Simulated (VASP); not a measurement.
# BaTiO3 (P4mm) in VASP: a series of runs

The runs below take BaTiO3 through single point, with LDA.

Program: VASP 6.6.1. These are calculated values, not measurements. Logs are shortened: lines on timing, memory, paths and dates and some standing lists are left out, and cuts for length are marked.

**1. The cell of the first run**

Symmetry: P4mm, No. 99, tetragonal system. Conventional cell: a = 4.000 Å, b = 4.000 Å, c = 4.018 Å, α = 90.00°, β = 90.00°, γ = 90.00°. Ba (site symmetry 4mm) has 12 O at 2.79 to 2.88 Å and 8 Ti at 3.45 to 3.49 Å within 3.7 Å. Ti (site symmetry 4mm) has 6 O at 1.89 to 2.13 Å within 2.5 Å. Within 2.9 Å of O (site symmetry 2mm) lie 2 Ti at 2.00 Å and 4 Ba at 2.79 to 2.88 Å and 8 O at 2.83 to 2.84 Å. Within 2.5 Å of O (site symmetry 4mm) lie 2 Ti at 1.89 to 2.13 Å.

**2. Single point, LDA**

Input file INCAR:

```
PREC = Accurate
ENCUT = 1340
EDIFF = 1E-6
ISMEAR = 0
SIGMA = 0.1
LREAL = F
LASPH = T
NELM = 120
ALGO = Normal
ISIF = 2
LWAVE = F
LCHARG = F
NBANDS = 28
GGA_COMPAT = F
```

Input file KPOINTS:

```
Automatic mesh
0
Gamma
  9 9 9
```

Input file POSCAR:

```
BaTiO3
1.0
    3.9998000000      0.0000000000      0.0000000000
    0.0000000000      3.9998000000      0.0000000000
    0.0000000000      0.0000000000      4.0180000000
Ba Ti O
1 1 3
Direct
    0.0000000000      0.0000000000      0.0000000000
    0.5000000000      0.5000000000      0.4900000000
    0.0000000000      0.5000000000      0.5170000000
    0.5000000000      0.0000000000      0.5170000000
    0.5000000000      0.5000000000      0.0190000000
```

Potentials or basis: VASP PAW LDA potentials, release 64 (Ba_sv, Ti_sv, O_h).

The run is started by

```bash
cat potpaw_LDA.64/Ba_sv/POTCAR potpaw_LDA.64/Ti_sv/POTCAR potpaw_LDA.64/O_h/POTCAR > POTCAR
mpirun -np 1 vasp_std > vasp.out
```

OUTCAR:

```text
PREC = Accurate
   ENCUT = 1340
   EDIFF = 1E-6
   ISMEAR = 0
   LREAL = F
   LASPH = T
   NELM = 120
   ISIF = 2

 ion  position               nearest neighbor table
   1  0.000  0.000  0.000-   3 2.79   4 2.79   3 2.79   4 2.79   5 2.83   5 2.83   5 2.83   5 2.83
                             4 2.88   3 2.88   4 2.88   3 2.88   2 3.45   2 3.45   2 3.45   2 3.45
   2  0.500  0.500  0.490-   5 1.89   4 2.00   3 2.00   4 2.00   3 2.00   5 2.13   1 3.45   1 3.45
                             1 3.45   1 3.45   1 3.49   1 3.49   1 3.49   1 3.49
   3  0.000  0.500  0.517-   2 2.00   2 2.00   1 2.79   1 2.79   1 2.88   1 2.88
   4  0.500  0.000  0.517-   2 2.00   2 2.00   1 2.79   1 2.79   1 2.88   1 2.88
   5  0.500  0.500  0.019-   2 1.89   2 2.13   1 2.83   1 2.83   1 2.83   1 2.83

  LATTYP: Found a simple tetragonal cell.
 ALAT       =     3.9998000000
 C/A-ratio  =     1.0045502275

  Lattice vectors:

 A1 = (   3.9998000000,   0.0000000000,   0.0000000000)
 A2 = (   0.0000000000,   3.9998000000,   0.0000000000)
 A3 = (   0.0000000000,   0.0000000000,   4.0180000000)

Analysis of symmetry for initial positions (statically):
=====================================================================
 Subroutine PRICEL returns:
 Original cell was already a primitive cell.

 Routine SETGRP: Setting up the symmetry group for a
 simple tetragonal supercell.

 Subroutine GETGRP returns: Found  8 space group operations
 (whereof  8 operations were pure point group operations)
 out of a pool of 16 trial point group operations.

The static configuration has the point symmetry C_4v.

Analysis of symmetry for dynamics (positions and initial velocities):
=====================================================================
 Subroutine PRICEL returns:
 Original cell was already a primitive cell.

 Routine SETGRP: Setting up the symmetry group for a
 simple tetragonal supercell.

 Subroutine GETGRP returns: Found  8 space group operations
 (whereof  8 operations were pure point group operations)
 out of a pool of 16 trial point group operations.

The dynamic configuration has the point symmetry C_4v.

 Subroutine INISYM returns: Found  8 space group operations
 (whereof  8 operations are pure point group operations),
 and found     1 'primitive' translations

----------------------------------------------------------------------------------------

                                     Primitive cell

  volume of cell :      64.2816

  direct lattice vectors                    reciprocal lattice vectors
     3.999800000  0.000000000  0.000000000     0.250012501  0.000000000  0.000000000
     0.000000000  3.999800000  0.000000000     0.000000000  0.250012501  0.000000000
     0.000000000  0.000000000  4.018000000     0.000000000  0.000000000  0.248880040

  length of vectors
     3.999800000  3.999800000  4.018000000     0.250012501  0.250012501  0.248880040

  position of ions in fractional coordinates (direct lattice)
     0.000000000  0.000000000  0.000000000
     0.500000000  0.500000000  0.490000000
     0.000000000  0.500000000  0.517000000
     0.500000000  0.000000000  0.517000000
     0.500000000  0.500000000  0.019000000

  ion indices of the primitive-cell ions
   primitive index   ion index
                 1           1
                 2           2
                 3           3
                 4           4
                 5           5

----------------------------------------------------------------------------------------

 KPOINTS: Automatic mesh

Automatic generation of k-mesh.
 Grid dimensions read from file:
 generate k-points for:    9    9    9

 Generating k-lattice:

  Cartesian coordinates                     Fractional coordinates (reciprocal lattice)
     0.027779167  0.000000000  0.000000000     0.111111111  0.000000000  0.000000000
     0.000000000  0.027779167  0.000000000     0.000000000  0.111111111  0.000000000
     0.000000000  0.000000000  0.027653338     0.000000000  0.000000000  0.111111111

  Length of vectors
     0.027779167  0.027779167  0.027653338

  Shift w.r.t. Gamma in fractional coordinates (k-lattice)
     0.000000000  0.000000000  0.000000000

 Subroutine IBZKPT returns following result:
 ===========================================

 Found     75 irreducible k-points:

 Following reciprocal coordinates:
            Coordinates               Weight
  0.000000  0.000000  0.000000      1.000000
  0.111111  0.000000  0.000000      4.000000
  0.222222  0.000000  0.000000      4.000000
  0.333333  0.000000  0.000000      4.000000
  0.444444  0.000000  0.000000      4.000000
  0.111111  0.111111  0.000000      4.000000
[... 16 lines left out ...]
  0.333333  0.111111  0.111111     16.000000
  0.444444  0.111111  0.111111     16.000000
 [... further k-points ...]
   k-points           NKPTS =     75   k-points in BZ     NKDIM =     75   number of bands    NBANDS=     28
   number of dos      NEDOS =    301   number of ions     NIONS =      5
   total plane-waves  NPLWV = 110592
   dimension x,y,z NGX =    48 NGY =   48 NGZ =   48
   dimension x,y,z NGXF=    96 NGYF=   96 NGZF=   96
   ions per type =               1   1   3
   NGX,Y,Z   is equivalent  to a cutoff of  19.95, 19.95, 19.86 a.u.
   NGXF,Y,Z  is equivalent  to a cutoff of  39.90, 39.90, 39.72 a.u.
 SYSTEM =  unknown system
   PREC   = accura    normal or accurate (medium, high low for compatibility)
   ISTART =      0    job   : 0-new  1-cont  2-samecut
   ICHARG =      2    charge: 1-file 2-atom 10-const
   ISPIN  =      1    spin polarized calculation?
   LNONCOLLINEAR =      F non collinear calculations
   LSORBIT =      F    spin-orbit coupling
   LASPH  =      T    aspherical Exc in radial PAW
   ENCUT  = 1340.0 eV  98.49 Ry    9.92 a.u.  11.94 11.94 11.99*2*pi/ulx,y,z
   NELM   =    120;   NELMIN=  2; NELMDL= -5     # of ELM steps
   EDIFF  = 0.1E-05   stopping-criterion for ELM
   LREAL  =      F    real-space projection
   EDIFFG = 0.1E-04   stopping-criterion for IOM
   NSW    =      0    number of steps for IOM
   IBRION =     -1    ionic relax: 0-MD 1-quasi-New 2-CG
   NFREE  =      0    steps in history (QN), initial steepest desc. (CG)
   ISIF   =      2    stress and relaxation
   ISYM   =      2    0-nonsym 1-usesym 2-fastsym
   POTIM  = 0.5000    time-step for ionic-motion
   TEBEG  =    0.0;   TEEND  =   0.0 temperature during run
   PSTRESS=    0.0 pullay stress
   NELECT =      40.0000    total number of electrons
   NUPDOWN=      -1.0000    fix difference up-down
   EMIN   =  10.00;   EMAX   =-10.00  energy-range for DOS
   EFERMI =   0.00;   METHOD = LEGACY
   ISMEAR =     0;   SIGMA  =   0.10  broadening in eV -4-tet -1-fermi 0-gaus
   EFERMI_NEDOS =   21; number of points for ismear=-14 and -15
   IALGO  =     38    algorithm
   IMIX   =      4    mixing-type and parameters
     AMIX     =   0.40;   BMIX     =  1.00
     AMIX_MAG =   1.60;   BMIX_MAG =  1.00
  volume/ion in A,a.u.               =      12.86        86.76
  Fermi-wavevector in a.u.,A,eV,Ry     =   1.397653  2.641181 26.578078  1.953434
  Thomas-Fermi vector in A             =   2.520888
   LORBIT       =      0    0 simple, 1 ext, 2 COOP (PROOUT), +10 PAW based schemes
   GGA     = CA    functional components
   LHFCALC =     F    Hartree Fock is set to
   AEXX    =    0.0000 exact exchange contribution
   IVDW    =     0    specifies the selected vdW correction
   LEPSILON=     F    determine dielectric tensor
   LRPA    =     F    only Hartree local field effects (RPA)
 non-spin polarized calculation
 Gauss-broadening in eV      SIGMA  =   0.10
  energy-cutoff  :     1340.00
  volume of cell :       64.28
 maximum number of plane-waves:      7181
 NGX is ok and might be reduce to    48
   NGX = 23   NGY = 23   NGZ = 23

 number of electron      39.9999998 magnetization

 Free energy of the ion-electron system (eV)
  ---------------------------------------------------
  ext. energy  EPLUGINS =         0.00000000
  ---------------------------------------------------
  free energy    TOTEN  =       -44.14162521 eV

  energy without entropy =      -44.14162521  energy(sigma->0) =      -44.14162521

 E-fermi :   4.4033     XC(G=0): -11.7255

 val. band max:        3.8292038819   @ k =   0.4444   0.4444   0.4444
 cond. band min:       5.5816807033   @ k =   0.0000   0.0000   0.0000
 fundamental gap:      1.7524768214
 Fermi energy:         4.4033167538

 k-point     1 :       0.0000    0.0000    0.0000
  band No.  band energies     occupation
      1     -51.9538      2.00000
      2     -28.5980      2.00000
      3     -28.5670      2.00000
      4     -28.5670      2.00000
      5     -20.8034      2.00000
      6     -12.7102      2.00000
[... 20 lines left out ...]
     27       8.7901      0.00000
     28      11.0121      0.00000

 k-point     2 :       0.1111    0.0000    0.0000
  band No.  band energies     occupation
      1     -51.9537      2.00000
      2     -28.5978      2.00000
      3     -28.5734      2.00000
      4     -28.5668      2.00000
      5     -20.7893      2.00000
      6     -12.7195      2.00000
[... 20 lines left out ...]
     27       9.0302      0.00000
     28      11.3102      0.00000

 k-point     3 :       0.2222    0.0000    0.0000
  band No.  band energies     occupation
      1     -51.9534      2.00000
      2     -28.5972      2.00000
      3     -28.5895      2.00000
      4     -28.5662      2.00000
      5     -20.7531      2.00000
      6     -12.7767      2.00000
[... 20 lines left out ...]
     27       9.6734      0.00000
     28      12.1898      0.00000

 k-point     4 :       0.3333    0.0000    0.0000
  band No.  band energies     occupation
      1     -51.9530      2.00000
      2     -28.6077      2.00000
      3     -28.5963      2.00000
      4     -28.5654      2.00000
      5     -20.7113      2.00000
      6     -12.8807      2.00000
[... 578 lines left out ...]
     27      10.0735      0.00000
     28      11.9861      0.00000

 k-point    23 :       0.3333    0.1111    0.1111
  band No.  band energies     occupation
      1     -51.9528      2.00000
      2     -28.6070      2.00000
      3     -28.6020      2.00000
      4     -28.5714      2.00000
      5     -20.6911      2.00000
      6     -12.7835      2.00000
[... 20 lines left out ...]
     27      10.9268      0.00000
     28      12.3644      0.00000

 k-point    24 :       0.4444    0.1111    0.1111
  band No.  band energies     occupation
      1     -51.9525      2.00000
      2     -28.6186      2.00000
      3     -28.6015      2.00000
      4     -28.5709      2.00000
      5     -20.6655      2.00000
      6     -12.8431      2.00000
[... 20 lines left out ...]
     27      11.5553      0.00000
     28      12.4650      0.00000

 [... further k-points ...]

------------------------ aborting loop because EDIFF is reached ----------------------------------------

  FORCE on cell =-STRESS in cart. coord.  units (eV):
  Direction    XX          YY          ZZ          XY          YZ          ZX
  --------------------------------------------------------------------------------------
  -------------------------------------------------------------------------------------
  Total       -2.8239307     -2.8239307     -2.4497064      0.0000000      0.0000000      0.0000000
  in kB      -70.3846781    -70.3846781    -61.0573746      0.0000000      0.0000000      0.0000000
  external PRESSURE =     -67.2755769 kB  Pullay stress =       0.0000000 kB

 VOLUME and BASIS-vectors are now :
 -----------------------------------------------------------------------------
  energy-cutoff  :     1340.00
  volume of cell :       64.28
      direct lattice vectors                 reciprocal lattice vectors
     3.999800000  0.000000000  0.000000000     0.250012501  0.000000000  0.000000000
     0.000000000  3.999800000  0.000000000     0.000000000  0.250012501  0.000000000
     0.000000000  0.000000000  4.018000000     0.000000000  0.000000000  0.248880040

 POSITION                                       TOTAL-FORCE (eV/Angst)
 -----------------------------------------------------------------------------------
      0.00000      0.00000      0.00000        -0.000000     -0.000000      0.040438
      1.99990      1.99990      1.96882         0.000000     -0.000000     -0.172002
      0.00000      1.99990      2.07731         0.000000     -0.000000     -0.124586
      1.99990      0.00000      2.07731         0.000000     -0.000000     -0.124586
      1.99990      1.99990      0.07634         0.000000      0.000000      0.380736
 -----------------------------------------------------------------------------------
    total drift:                                0.000000      0.000000     -0.000989

  FREE ENERGIE OF THE ION-ELECTRON SYSTEM (eV)
  ---------------------------------------------------
  free  energy   TOTEN  =       -44.1416252078 eV

  energy  without entropy=      -44.1416252078  energy(sigma->0) =      -44.14162521
```

Run time: 4.5 min. Hardware: 1 thread of Intel Xeon 6975P-C (Granite Rapids), shared host; peak memory 0.67 GiB.

What came out:

| Property | Result |
| --- | --- |
| Free energy | -44.1416 eV |
| Pressure | -6.7 GPa |
| Largest force | 0.381 eV/Å |
| Band gap on the k mesh | 1.75 eV (least direct gap 1.98 eV) |

Forces on the atoms (eV/Å):
```
Ba   0.000  0.000  0.040
Ti   0.000  0.000 -0.172
O    0.000  0.000 -0.125
O    0.000  0.000 -0.125
O    0.000  0.000  0.381
```

Stress tensor (GPa, compression positive):
```
-7.04  0.00  0.00
 0.00 -7.04  0.00
 0.00  0.00 -6.11
```

Caveat: the cell stands under tension; spin-orbit coupling is left out, which moves the levels of the heavy elements. A k mesh can miss the band edges.

**3. Single point, LDA**

Input file INCAR:

```
  PREC = Accurate
  ENCUT = 1340
  EDIFF = 1E-6
  ISMEAR = 0
  SIGMA = 0.1
  LREAL = False
  LASPH = True
  NELM = 120
  ALGO = Normal
  ISIF = 2
  LWAVE = False
  LCHARG = True
  LELF = True
  LVHAR = True
  NBANDS = 28
  GGA_COMPAT = False
```

Input file KPOINTS:

```
Automatic mesh
0
Gamma
  11 11 11
```

POSCAR is that of step 2.

Potentials or basis: VASP PAW LDA potentials, release 64 (Ba_sv, Ti_sv, O_h).

The run is started by

```bash
cat potpaw_LDA.64/Ba_sv/POTCAR potpaw_LDA.64/Ti_sv/POTCAR potpaw_LDA.64/O_h/POTCAR > POTCAR
mpirun -np 1 vasp_std > vasp.out
```

Wall time 7.3 min (1 thread of AMD EPYC 9R45 (Zen 5), shared host); peak memory 0.93 GiB.

Results (log left out):

| Item | Value |
| --- | --- |
| Free energy | -44.1416 eV |
| Pressure | -6.7 GPa |
| Largest force | 0.381 eV/Å |
| Band gap on the k mesh | 1.73 eV (least direct gap 1.98 eV) |

Forces on the atoms (eV/Å):
```
Ba   0.000  0.000  0.040
Ti   0.000  0.000 -0.172
O    0.000  0.000 -0.125
O    0.000  0.000 -0.125
O    0.000  0.000  0.381
```

Stress tensor (GPa, compression positive):
```
-7.05  0.00  0.00
 0.00 -7.05  0.00
 0.00  0.00 -6.07
```

Levels at points of the mesh, in eV from the valence-band top:
```csv
k point,band 16,band 17,band 18,band 19,band 20,band 21,band 22,band 23,band 24,band 25
"(0.00, 0.00, 0.00)",-1.20,-1.11,-0.25,-0.24,-0.24,1.73,1.96,1.96,4.05,4.14
```

Caveat: the cell stands under tension; spin-orbit coupling is left out, which moves the levels of the heavy elements.
